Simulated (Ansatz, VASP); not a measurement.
Two plane-wave programs on TiC

```xyz
2
Lattice="0.0000 2.1465 2.1465 2.1465 0.0000 2.1465 2.1465 2.1465 0.0000" Properties=species:S:1:pos:R:3 pbc="T T T"
Ti    0.0000    0.0000    0.0000
C     2.1465    2.1465    2.1465
```

Alike in both runs: functional PBEsol; k mesh 13 × 13 × 13; occupations fermi-dirac, width 0.1 eV; no spin polarisation.

Ansatz relaxed the structure, and its values are those at the end. VASP's run is a single point on that final structure, the one shown.

|  | VASP | Ansatz |
| --- | --- | --- |
| version | VASP 6.6.1 | Ansatz 0.2.0 |
| potentials or method | VASP PAW PBE potentials, release 64 (Ti_sv, C), cutoff 520 eV | PAW plane waves |
| valence electrons in the cell | 16 | 16 |

VASP gave:

```
gap on the k mesh at the Fermi level (eV) : none
pressure (GPa)                            : 0.3
```

Q: Which values does Ansatz return?

A: gap on the k mesh at the Fermi level (eV): none; pressure (GPa): 0.0.

VASP's potentials were made for PBE, not for PBEsol, and Ansatz warns of the same on its side. A gap of «none» marks a metal or a gap that the smearing closes. The functional is the same, so the differences come from potentials, cutoffs and numerics.
